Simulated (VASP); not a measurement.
# CoO (I4/mmm) in VASP: notebook

The runs below take CoO through single point, with PBE+U.

Program: VASP 6.6.1. These are calculated values, not measurements. Logs are shortened: lines on timing, memory, paths and dates and some standing lists are left out, and cuts for length are marked.

## (1) The cell of the first run

It takes space group I4/mmm (No. 139, tetragonal). Conventional cell: a = 3.016 Å, b = 3.016 Å, c = 4.214 Å, α = 90.00°, β = 90.00°, γ = 90.00°. Co (site symmetry 4/mmm) has 6 O at 2.11 to 2.13 Å within 2.8 Å. Within 2.8 Å of O (site symmetry 4/mmm) lie 6 Co at 2.11 to 2.13 Å.

## (2) Single point, PBE+U, collinear spin, ferromagnetic start

File INCAR:

```
PREC = Accurate
ENCUT = 600
EDIFF = 1E-6
ISMEAR = -1
SIGMA = 0.1
LREAL = F
LASPH = T
NELM = 200
ALGO = Normal
ISIF = 2
LWAVE = F
LCHARG = T
ISPIN = 2
MAGMOM = 1.8 0
LORBIT = 11
LMAXMIX = 4
LDAU = T
LDAUTYPE = 2
LDAUL = 2 -1
LDAUU = 4.5 0
LDAUJ = 0 0
LDAUPRINT = 1
GGA = PE
LELF = T
LVHAR = T
NBANDS = 18
GGA_COMPAT = F
```

File KPOINTS:

```
regular mesh
0
Gamma
  12 12 12
```

File POSCAR:

```
CoO
1.0
   -1.5080000000      1.5080000000      2.1072475000
    1.5080000000     -1.5080000000      2.1072475000
    1.5080000000      1.5080000000     -2.1072475000
Co O
1 1
Direct
    0.0000000000      0.0000000000      0.0000000000
    0.5000000000      0.5000000000      0.0000000000
```

Potentials or basis: VASP PAW PBE potentials, release 64 (Co, O).

Launch:

```console
$ cat potpaw_PBE.64/Co/POTCAR potpaw_PBE.64/O/POTCAR > POTCAR
$ mpirun -np 1 vasp_std > vasp.out
```

OUTCAR:

```text
PREC = Accurate
   ENCUT = 600
   EDIFF = 1E-6
   ISMEAR = -1
   LREAL = F
   LASPH = T
   NELM = 200
   ISIF = 2
   ISPIN = 2
   LORBIT = 11
   GGA = PE

 ion  position               nearest neighbor table
   1  0.000  0.000  0.000-   2 2.11   2 2.11   2 2.13   2 2.13   2 2.13   2 2.13
   2  0.500  0.500  0.000-   1 2.11   1 2.11   1 2.13   1 2.13   1 2.13   1 2.13

  LATTYP: Found a body centered tetragonal cell.
 ALAT       =     3.0160000000
 C/A-ratio  =     1.3973789788

  Lattice vectors:

 A1 = (  -1.5080000000,   1.5080000000,   2.1072475000)
 A2 = (   1.5080000000,  -1.5080000000,   2.1072475000)
 A3 = (   1.5080000000,   1.5080000000,  -2.1072475000)

Analysis of symmetry for initial positions (statically):
=====================================================================
 Subroutine PRICEL returns:
 Original cell was already a primitive cell.

 Routine SETGRP: Setting up the symmetry group for a
 body centered tetragonal supercell.

 Subroutine GETGRP returns: Found 16 space group operations
 (whereof 16 operations were pure point group operations)
 out of a pool of 16 trial point group operations.

The static configuration has the point symmetry D_4h.

Analysis of symmetry for dynamics (positions and initial velocities):
=====================================================================
 Subroutine PRICEL returns:
 Original cell was already a primitive cell.

 Routine SETGRP: Setting up the symmetry group for a
 body centered tetragonal supercell.

 Subroutine GETGRP returns: Found 16 space group operations
 (whereof 16 operations were pure point group operations)
 out of a pool of 16 trial point group operations.

The dynamic configuration has the point symmetry D_4h.

Analysis of structural, dynamic, and magnetic symmetry:
=====================================================================
 Subroutine PRICEL returns:
 Original cell was already a primitive cell.

 Routine SETGRP: Setting up the symmetry group for a
 body centered tetragonal supercell.

 Subroutine GETGRP returns: Found 16 space group operations
 (whereof 16 operations were pure point group operations)
 out of a pool of 16 trial point group operations.

The overall configuration has the point symmetry D_4h.

 Subroutine INISYM returns: Found 16 space group operations
 (whereof 16 operations are pure point group operations),
 and found     1 'primitive' translations

----------------------------------------------------------------------------------------

                                     Primitive cell

  volume of cell :      19.1681

  direct lattice vectors                    reciprocal lattice vectors
    -1.508000000  1.508000000  2.107247500     0.000000000  0.331564987  0.237276352
     1.508000000 -1.508000000  2.107247500     0.331564987  0.000000000  0.237276352
     1.508000000  1.508000000 -2.107247500     0.331564987  0.331564987  0.000000000

  length of vectors
     2.998102738  2.998102738  2.998102738     0.407719766  0.407719766  0.468903701

  position of ions in fractional coordinates (direct lattice)
     0.000000000  0.000000000  0.000000000
     0.500000000  0.500000000  0.000000000

  ion indices of the primitive-cell ions
   primitive index   ion index
                 1           1
                 2           2

----------------------------------------------------------------------------------------

 KPOINTS: regular mesh

Automatic generation of k-mesh.
 Grid dimensions read from file:
 generate k-points for:   12   12   12

 Generating k-lattice:

[... 60 lines left out ...]
   NELM   =    200;   NELMIN=  2; NELMDL= -5     # of ELM steps
   EDIFF  = 0.1E-05   stopping-criterion for ELM
   LREAL  =      F    real-space projection
   EDIFFG = 0.1E-04   stopping-criterion for IOM
   NSW    =      0    number of steps for IOM
   IBRION =     -1    ionic relax: 0-MD 1-quasi-New 2-CG
   NFREE  =      0    steps in history (QN), initial steepest desc. (CG)
   ISIF   =      2    stress and relaxation
   ISYM   =      2    0-nonsym 1-usesym 2-fastsym
   POTIM  = 0.5000    time-step for ionic-motion
   TEBEG  =    0.0;   TEEND  =   0.0 temperature during run
   PSTRESS=    0.0 pullay stress
   NELECT =      15.0000    total number of electrons
   NUPDOWN=      -1.0000    fix difference up-down
   EMIN   =  10.00;   EMAX   =-10.00  energy-range for DOS
   EFERMI =   0.00;   METHOD = LEGACY
   ISMEAR =    -1;   SIGMA  =   0.10  broadening in eV -4-tet -1-fermi 0-gaus
   EFERMI_NEDOS =   21; number of points for ismear=-14 and -15
   IALGO  =     38    algorithm
   IMIX   =      4    mixing-type and parameters
     AMIX     =   0.40;   BMIX     =  1.00
     AMIX_MAG =   1.60;   BMIX_MAG =  1.00
  volume/ion in A,a.u.               =       9.58        64.68
  Fermi-wavevector in a.u.,A,eV,Ry     =   1.508618  2.850874 30.965869  2.275927
  Thomas-Fermi vector in A             =   2.619048
   LORBIT       =     11    0 simple, 1 ext, 2 COOP (PROOUT), +10 PAW based schemes
 LDA+U is selected, type is set to LDAUTYPE =  2
   angular momentum for each species LDAUL =     2   -1
   U (eV)           for each species LDAUU =   4.5  0.0
   J (eV)           for each species LDAUJ =   0.0  0.0
   GGA     = PE    functional components
   LHFCALC =     F    Hartree Fock is set to
   AEXX    =    0.0000 exact exchange contribution
   IVDW    =     0    specifies the selected vdW correction
   LEPSILON=     F    determine dielectric tensor
   LRPA    =     F    only Hartree local field effects (RPA)
 spin polarized calculation
  energy-cutoff  :      600.00
  volume of cell :       19.17
 maximum number of plane-waves:       651
   NGX = 11   NGY = 11   NGZ = 11

atom =   1  type =  1  l = 2

 onsite density matrix

spin component  1

  1.0166 -0.0000  0.0000 -0.0000 -0.0000
 -0.0000  0.9732  0.0000  0.0000 -0.0000
  0.0000  0.0000  1.0207 -0.0000  0.0000
 -0.0000  0.0000 -0.0000  0.9732 -0.0000
 -0.0000 -0.0000  0.0000 -0.0000  0.9708

spin component  2

  0.1131 -0.0000 -0.0000  0.0000  0.0000
 -0.0000  0.4964 -0.0000 -0.0000  0.0000
 -0.0000 -0.0000  0.1375 -0.0000 -0.0000
  0.0000 -0.0000 -0.0000  0.4964 -0.0000
  0.0000  0.0000 -0.0000 -0.0000  0.9645

 occupancies and eigenvectors

  o =  0.1131  v =  0.0000  0.0000  0.0000  0.0000  0.0000  1.0000  0.0000  0.0000  0.0000  0.0000      0.0000  0.0000  0.0000  0.0000  0.0000  0.0000  0.0000  0.0000  0.0000  0.0000
  o =  0.1375  v =  0.0000  0.0000  0.0000  0.0000  0.0000  0.0000 -0.0000  1.0000 -0.0000  0.0000      0.0000  0.0000  0.0000  0.0000  0.0000  0.0000  0.0000  0.0000  0.0000  0.0000
  o =  0.4964  v =  0.0000  0.0000  0.0000  0.0000  0.0000  0.0000  0.0436 -0.0000 -0.9990 -0.0000      0.0000  0.0000  0.0000  0.0000  0.0000  0.0000  0.0000  0.0000  0.0000  0.0000
  o =  0.4964  v =  0.0000  0.0000  0.0000  0.0000  0.0000  0.0000  0.9990  0.0000  0.0436 -0.0000      0.0000  0.0000  0.0000  0.0000  0.0000  0.0000  0.0000  0.0000  0.0000  0.0000
  o =  0.9645  v =  0.0000  0.0000  0.0000  0.0000  0.0000  0.0000  0.0000  0.0000  0.0000 -1.0000      0.0000  0.0000  0.0000  0.0000  0.0000  0.0000  0.0000  0.0000  0.0000  0.0000
  o =  0.9708  v =  0.0000  0.0000 -0.0000 -0.0000  1.0000  0.0000  0.0000  0.0000  0.0000  0.0000      0.0000  0.0000  0.0000  0.0000  0.0000  0.0000  0.0000  0.0000  0.0000  0.0000
  o =  0.9732  v =  0.0000 -0.9917  0.0000  0.1282  0.0000  0.0000  0.0000  0.0000  0.0000  0.0000      0.0000  0.0000  0.0000  0.0000  0.0000  0.0000  0.0000  0.0000  0.0000  0.0000
  o =  0.9732  v =  0.0000 -0.1282  0.0000 -0.9917 -0.0000  0.0000  0.0000  0.0000  0.0000  0.0000      0.0000  0.0000  0.0000  0.0000  0.0000  0.0000  0.0000  0.0000  0.0000  0.0000
  o =  1.0166  v =  1.0000  0.0000  0.0000  0.0000  0.0000  0.0000  0.0000  0.0000  0.0000  0.0000      0.0000  0.0000  0.0000  0.0000  0.0000  0.0000  0.0000  0.0000  0.0000  0.0000
  o =  1.0207  v =  0.0000 -0.0000 -1.0000 -0.0000 -0.0000  0.0000  0.0000  0.0000  0.0000  0.0000      0.0000  0.0000  0.0000  0.0000  0.0000  0.0000  0.0000  0.0000  0.0000  0.0000

 number of electron      15.0000006 magnetization       2.9996778

 Free energy of the ion-electron system (eV)
  ---------------------------------------------------
  ext. energy  EPLUGINS =         0.00000000
  ---------------------------------------------------
  free energy    TOTEN  =       -11.04272645 eV

  energy without entropy =      -10.97874318  energy(sigma->0) =      -11.01073482

 E-fermi :   7.7860     XC(G=0): -12.4252

 val. band max:        7.7848711039   @ k =  -0.2500  -0.4167   0.0833
 cond. band min:       7.7933077525   @ k =  -0.1667   0.5000   0.0833
 fundamental gap:      0.0084366486
 Fermi energy:         7.7860204408

 spin component 1

 k-point     1 :       0.0000    0.0000    0.0000
  band No.  band energies     occupation
      1     -11.9847      1.00000
      2       1.9083      1.00000
      3       2.3470      1.00000
      4       2.3492      1.00000
      5       2.3492      1.00000
      6       3.2781      1.00000
[... 1001 lines left out ...]
     17      35.9078      0.00000
     18      37.4830      0.00000

 [... further k-points ...]

------------------------ aborting loop because EDIFF is reached ----------------------------------------

  FORCE on cell =-STRESS in cart. coord.  units (eV):
  Direction    XX          YY          ZZ          XY          YZ          ZX
  --------------------------------------------------------------------------------------
  -------------------------------------------------------------------------------------
  Total        0.3464737      0.3464737     -0.5871296      0.0000000      0.0000000      0.0000000
  in kB       28.9602739     28.9602739    -49.0756775      0.0000000      0.0000000      0.0000000
  external PRESSURE =       2.9482901 kB  Pullay stress =       0.0000000 kB

 VOLUME and BASIS-vectors are now :
 -----------------------------------------------------------------------------
  energy-cutoff  :      600.00
  volume of cell :       19.17
      direct lattice vectors                 reciprocal lattice vectors
    -1.508000000  1.508000000  2.107247500     0.000000000  0.331564987  0.237276352
     1.508000000 -1.508000000  2.107247500     0.331564987  0.000000000  0.237276352
     1.508000000  1.508000000 -2.107247500     0.331564987  0.331564987  0.000000000

 POSITION                                       TOTAL-FORCE (eV/Angst)
 -----------------------------------------------------------------------------------
      0.00000      0.00000      0.00000         0.000000      0.000000     -0.000000
      0.00000      0.00000      2.10725        -0.000000      0.000000      0.000000
 -----------------------------------------------------------------------------------
    total drift:                               -0.000000      0.000000     -0.000000

  FREE ENERGIE OF THE ION-ELECTRON SYSTEM (eV)
  ---------------------------------------------------
  free  energy   TOTEN  =       -11.0427264545 eV

  energy  without entropy=      -10.9787431774  energy(sigma->0) =      -11.01073482

 total charge

# of ion       s       p       d       tot
------------------------------------------
    1        0.303   0.372   7.137   7.813
    2        1.547   3.465   0.000   5.012
--------------------------------------------------
tot          1.851   3.837   7.137  12.826

 magnetization (x)

# of ion       s       p       d       tot
------------------------------------------
    1        0.020   0.018   2.744   2.782
    2        0.021   0.195   0.000   0.217
--------------------------------------------------
tot          0.042   0.213   2.744   2.999
```

Wall time 2.8 min (1 thread of Intel Xeon 8259CL, shared host); peak memory 0.23 GiB.

Results:

| Item | Value |
| --- | --- |
| Free energy | -11.0427 eV |
| Pressure | 0.3 GPa |
| Band gap on the k mesh | zero (filled and empty bands overlap) |
| Net moment | 3.00 μB per cell |
| Site moments | Co +2.78; O +0.22 μB |
| Valence electrons inside the program's atomic spheres | Co 7.81; O 5.01 |

Eigenvalues of the final occupation matrices:
| site | spin | trace | eigenvalues |
| --- | --- | --- | --- |
| site 1 d | 1 | 4.95 | 0.97 0.97 0.97 1.02 1.02 |
| site 1 d | 2 | 2.21 | 0.11 0.14 0.50 0.50 0.96 |

Caveat: the stress differs along the axes, from -5 to 3 GPa; a cell with one magnetic atom can't hold antiferromagnetic order, which such compounds often take. The state reached can hang on the start; a lower one may exist.

## (3) Single point, PBE+U, collinear spin, ferromagnetic start

File INCAR:

```
SYSTEM = CoO
PREC = Accurate
ENCUT = 600
EDIFF = 1E-6
ISMEAR = -1
SIGMA = 0.1
LREAL = .FALSE.
LASPH = .TRUE.
NELM = 200
ALGO = Normal
ISIF = 2
LWAVE = .FALSE.
LCHARG = .FALSE.
ISPIN = 2
MAGMOM = 1.8 0
LORBIT = 11
LMAXMIX = 4
LDAU = .TRUE.
LDAUTYPE = 2
LDAUL = 2 -1
LDAUU = 6 0
LDAUJ = 0 0
LDAUPRINT = 1
GGA = PE
NBANDS = 18
GGA_COMPAT = .FALSE.
```

File KPOINTS:

```
regular mesh
0
G
  12 12 12
  0 0 0
```

POSCAR is that of step 2.

Potentials or basis: VASP PAW PBE potentials, release 64 (Co, O).

Launch:

```console
$ cat potpaw_PBE.64/Co/POTCAR potpaw_PBE.64/O/POTCAR > POTCAR
$ mpirun -np 1 vasp_std > vasp.out
```

Run time: 2.7 min. Hardware: 1 thread of Intel Xeon 8259CL, shared host; peak memory 0.23 GiB.

The run converged. Its results:

```yaml
Free_energy: -10.4689 eV
Pressure: -0.4 GPa
Band_gap_on_the_k_mesh: zero (filled and empty bands overlap)
Net_moment: 3.00 μB per cell
Site_moments: Co +2.83; O +0.18 μB
Valence_electrons_inside_the_program's_atomic_spheres: Co 7.83; O 5.02
```

Stress tensor (GPa, compression positive):
```
 2.11  0.00  0.00
 0.00  2.11  0.00
 0.00  0.00 -5.42
```

Levels at points of the mesh, in eV from the Fermi level:
Spin up:
```
           k point  band 6  band 7  band 8  band 9  band 10  band 11  band 12  band 13
(0.00, 0.00, 0.00)   -5.23   -2.60   -2.45   -2.45     1.44    16.47    16.47    16.90
(0.50, 0.00, 0.00)   -5.08   -3.82   -0.90   -0.81     5.45     9.77    13.63    13.86
(0.50, 0.50, 0.00)   -5.29   -4.36   -3.88   -3.66     6.10    10.36    10.38    16.25
(0.50, 0.50, 0.50)   -5.30   -5.30   -3.77   -3.77     6.15    10.44    10.56    16.12
```
Spin down:
```tsv
k point	band 4	band 5	band 6	band 7	band 8	band 9
(0.00, 0.00, 0.00)	-2.10	-2.10	-1.00	-1.00	1.89	2.20
(0.50, 0.00, 0.00)	-3.67	-2.25	0.11	0.25	4.46	5.03
(0.50, 0.50, 0.00)	-3.32	-2.70	-2.09	0.24	2.73	3.68
(0.50, 0.50, 0.50)	-3.42	-3.42	0.23	0.23	3.03	3.43
```

Eigenvalues of the final occupation matrices:
```csv
site,spin,trace,eigenvalues
site 1 d,1,4.98,0.98 0.98 0.98 1.02 1.03
site 1 d,2,2.19,0.10 0.12 0.50 0.50 0.97
```

Caveat: the stress differs along the axes, from -5 to 2 GPa; a cell with one magnetic atom can't hold antiferromagnetic order, which such compounds often take. The state reached can hang on the start; a lower one may exist.
